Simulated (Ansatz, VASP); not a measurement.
# GaSb in VASP and in Ansatz

File INCAR:

```
SYSTEM = GaSb
ALGO = Normal ; EDIFF = 1E-7
ENCUT = 520 ; GGA = PE
ISIF = 2 ; ISMEAR = 0
LASPH = .TRUE. ; LCHARG = .FALSE.
LREAL = .FALSE. ; LWAVE = .FALSE.
NBANDS = 16 ; NELM = 80
PREC = Accurate ; SIGMA = 0.15
```

File KPOINTS:

```
k-points
0
G
  14 14 14
  0 0 0
```

POSCAR

```
GaSb
1.0
    0.0000000000      2.9843062280      3.2332678527
    3.2332678527      0.0000000000      3.2332678527
    3.2332678527      2.9843062280      0.0000000000
Ga Sb
1 1
Direct
    0.0000000000      0.0000000000      0.0000000000
    0.7500000000      0.7500000000      0.7500000000
```

Input for Ansatz:

```yaml
crystal:
  lattice:
    - [0.0, 2.984306228, 3.2332678527]
    - [3.2332678527, 0.0, 3.2332678527]
    - [3.2332678527, 2.984306228, 0.0]
  atoms:
    - { symbol: Ga, position: [0.0, 0.0, 0.0] }
    - { symbol: Sb, position: [0.75, 0.75, 0.75] }
basis:
  ecutwfc: 420
kpoints:
  mp_grid: { grid: [14, 14, 14] }
hamiltonian:
  xc: pbe
  pseudopotentials: { kind: paw, azcp: { folder: soft_1 } }
scf:
  occupations: { method: gaussian, width: 0.15 }
output:
  forces: true
  stress: true
  eigenvalues: true
```

Alike in both runs: task single point; functional PBE; k mesh 14 × 14 × 14; occupations gaussian, width 0.15 eV; no spin polarisation.

```csv
,VASP,Ansatz
version,VASP 6.6.1,Ansatz 0.2.0
potentials or method,"VASP PAW PBE potentials, release 64 (Ga_d, Sb), cutoff 520 eV","scalar-relativistic, plane waves, PAW"
valence electrons in the cell,18,28
```

VASP gave:

| Item | Value |
| --- | --- |
| gap on the k mesh at the Fermi level (eV) | 0.14 |
| least direct gap on the mesh (eV) | 0.38 |
| pressure (GPa) | -1.6 |
| traceless stress, the component that is largest in VASP (GPa) | 1.85 |

Problem. What did Ansatz give for the same quantities?

Solution. gap on the k mesh at the Fermi level (eV): 0.15; least direct gap on the mesh (eV): 0.38; pressure (GPa): -1.6; traceless stress, the component that is largest in VASP (GPa): 1.86.

The functional is the same, so the differences come from potentials, cutoffs and numerics. VASP's potentials hold 18 valence electrons a cell and Ansatz's 28, so a difference there can come from the potentials and not from the codes.

Spin-orbit coupling is off throughout.
